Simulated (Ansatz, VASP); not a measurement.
Two plane-wave programs on TiC

```
CELL_PARAMETERS angstrom
0.00000 2.16400 2.16400
2.16400 0.00000 2.16400
2.16400 2.16400 0.00000
ATOMIC_POSITIONS crystal
Ti 0.99134 0.99134 0.00866
C 0.50000 0.50000 0.50000
```

Change from the starting cell: all Ti atoms moved +0.037 Å, as atom 1 towards its neighbour atom 2 (C) at 2.164 Å.

Alike in both runs: task single point; functional PBE; k mesh 18 × 18 × 18; occupations gaussian, width 0.15 eV; no spin polarisation.

```csv
,VASP,Ansatz
version,VASP 6.6.1,Ansatz 0.2.0
potentials or method,"VASP PAW PBE potentials, release 64 (Ti_sv, C), cutoff 520 eV","scalar-relativistic, plane waves, PAW"
valence electrons in the cell,16,16
```

```csv
,VASP,Ansatz,Ansatz less VASP
gap on the k mesh at the Fermi level (eV),none,none,-
pressure (GPa),1.2,1.0,-0.19
"traceless stress, the component that is largest in VASP (GPa)",0.26,0.26,-0.003
rms of the force components (eV/Å),0.204,0.203,-0.0008
```

Atom by atom the forces differ by 0.001 eV/Å (rms over components). A gap of «none» marks a metal or a gap that the smearing closes.
